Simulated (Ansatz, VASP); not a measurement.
AsPb: VASP beside Ansatz

File INCAR:

```
SYSTEM = AsPb
PREC = Accurate
ENCUT = 520
EDIFF = 1E-7
ISMEAR = -1
SIGMA = 0.1
LREAL = .False.
LASPH = .True.
NELM = 80
ALGO = Normal
ISIF = 2
LWAVE = .False.
LCHARG = .False.
GGA = PE
NBANDS = 48
LUSENCCL = .False.
```

KPOINTS

```
regular mesh
0
Gamma
  5 6 6
  0 0 0
```

The input POSCAR:

```
AsPb
1.0
    6.6176260000      0.0000000000      0.0000000000
    0.0000000000      6.1654160000      0.0000000000
    0.0000000000      0.0000000000      5.3371320000
Pb As
4 4
Direct
    0.2297000000      0.9884000000      0.2500000000
    0.7703000000      0.0116000000      0.7500000000
    0.2297000000      0.5116000000      0.7500000000
    0.7703000000      0.4884000000      0.2500000000
    0.8653000000      0.0917000000      0.2500000000
    0.1347000000      0.9083000000      0.7500000000
    0.8653000000      0.4083000000      0.7500000000
    0.1347000000      0.5917000000      0.2500000000
```

Input for Ansatz:

```yaml
crystal:
  lattice:
    - [6.617626, 0.0, 0.0]
    - [0.0, 6.165416, 0.0]
    - [0.0, 0.0, 5.337132]
  atoms:
    - { symbol: Pb, position: [0.2297, 0.9884, 0.25] }
    - { symbol: Pb, position: [0.7703, 0.0116, 0.75] }
    - { symbol: Pb, position: [0.2297, 0.5116, 0.75] }
    - { symbol: Pb, position: [0.7703, 0.4884, 0.25] }
    - { symbol: As, position: [0.8653, 0.0917, 0.25] }
    - { symbol: As, position: [0.1347, 0.9083, 0.75] }
    - { symbol: As, position: [0.8653, 0.4083, 0.75] }
    - { symbol: As, position: [0.1347, 0.5917, 0.25] }
  symmetry: { tolerance: 0.0003 }
kpoints:
  mp_grid: { grid: [5, 6, 6], shift: [0, 0, 0] }
  band_path:
    path:
      - [0.0, 0.0, 0.0]
      - [0.5, 0.0, 0.0]
      - [0.5, 0.5, 0.0]
      - [0.0, 0.5, 0.0]
      - [0.0, 0.0, 0.0]
      - [0.0, 0.0, 0.5]
      - [0.5, 0.0, 0.5]
      - [0.5, 0.5, 0.5]
      - [0.0, 0.5, 0.5]
      - [0.0, 0.0, 0.5]
      - [0.5, 0.0, 0.0]
    npoints: 6
magnetization:
  spin_polarized: false
scf:
  occupations: { method: fermi_dirac }
  lower_state_search: "off"
  max_iter: 200
hamiltonian:
  pseudopotentials: { kind: paw }
  xc: pbe
basis:
  ecutwfc: 420
  fft_grid_basis: typed
output:
  forces: true
  stress: true
  eigenvalues: true
  bader: true
  populations: true
  elf: true
  write_potential: true
  volumetric_format: npy
  dos:
    e_range: [-12, 8]
    de: 0.05
    projected: { site_lists: { As: [As], Pb: [Pb] } }
checkpoint:
  read: saved_state
```

Alike in both runs: task single point; functional PBE; k mesh 5 × 6 × 6; no spin polarisation.

|  | VASP | Ansatz |
| --- | --- | --- |
| version | VASP 6.6.1 | Ansatz 0.2.0 |
| potentials or method | VASP PAW PBE potentials, release 64 (Pb_d, As), cutoff 520 eV | PAW plane waves |
| occupations | fermi-dirac, width 0.1 eV | fermi-dirac |
| valence electrons in the cell | 76 | 116 |

```csv
,VASP,Ansatz,Ansatz less VASP
pressure (GPa),18.8,18.7,-0.11
"traceless stress, the component that is largest in VASP (GPa)",-4.41,-4.38,+0.027
rms of the force components (eV/Å),1.954,1.940,-0.0143
```

Atom by atom the forces differ by 0.014 eV/Å (rms over components). VASP's potentials hold 76 valence electrons a cell and Ansatz's 116, so a difference there can come from the potentials and not from the codes.

Spin-orbit coupling is off throughout.
